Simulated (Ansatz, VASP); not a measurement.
**Ir: VASP beside Ansatz**

```
Ir
1.0
     6.46242    0.00000    0.00000
    -3.23121    5.59662    0.00000
     0.00000    0.00000    2.72384
Ir
6
Direct
  0.15091 0.73802 0.86831
  0.26198 0.41289 0.53498
  0.41289 0.15091 0.20164
  0.58711 0.84909 0.20164
  0.73802 0.58711 0.53498
  0.84909 0.26198 0.86831
```

Alike in both runs: functional PBE; k mesh 3 × 3 × 6; occupations gaussian, width 0.1 eV; no spin polarisation.

Ansatz relaxed the structure, and its values are those at the end. VASP's run is a single point on that final structure, the one shown.

|  | VASP | Ansatz |
| --- | --- | --- |
| version | VASP 6.6.1 | Ansatz 0.2.0 |
| potentials or method | VASP PAW PBE potentials, release 64 (Ir), cutoff 520 eV | scalar-relativistic, plane waves, PAW |
| valence electrons in the cell | 54 | 102 |

|  | VASP | Ansatz | Ansatz less VASP |
| --- | --- | --- | --- |
| gap on the k mesh at the Fermi level (eV) | none | none | - |
| pressure (GPa) | 0.4 | 0.1 | -0.34 |

A gap of «none» marks a metal or a gap that the smearing closes. VASP's potentials hold 54 valence electrons a cell and Ansatz's 102, so a difference there can come from the potentials and not from the codes.

The k mesh is coarse, so the values compare programs but aren't converged. Spin-orbit coupling is off throughout.
